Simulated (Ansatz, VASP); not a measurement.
**One calculation of Sb, two programs**

```xyz
3
Lattice="5.4542 0.0000 0.0000 -2.7271 4.7235 0.0000 0.0000 0.0000 3.1836" Properties=species:S:1:pos:R:3 pbc="T T T"
Sb    0.0000    0.0000    0.0000
Sb    0.0000    3.1490    1.5918
Sb    2.7271    1.5745    1.5918
```

Alike in both runs: task relaxation of cell and atoms; functional PBE; k mesh 6 × 6 × 6; occupations gaussian, width 0.1 eV; no spin polarisation.

|  | VASP | Ansatz |
| --- | --- | --- |
| version | VASP 6.6.1 | Ansatz 0.2.0 |
| potentials or method | VASP PAW PBE potentials, release 64 (Sb), cutoff 600 eV | scalar-relativistic, plane waves, PAW |
| valence electrons in the cell | 15 | 45 |

```csv
,VASP,Ansatz,Ansatz less VASP
"gap on the k mesh at the Fermi level, each at its own relaxed structure (eV)",none,none,-
relaxed volume (Å³/atom),27.65,27.74,+0.094
relaxed length of the cell vector where the two differ most in proportion (Å),3.151,3.157,+0.0056
```

A gap of «none» marks a metal or a gap that the smearing closes. VASP's potentials hold 15 valence electrons a cell and Ansatz's 45, so a difference there can come from the potentials and not from the codes.

Neither program's run includes spin-orbit coupling.
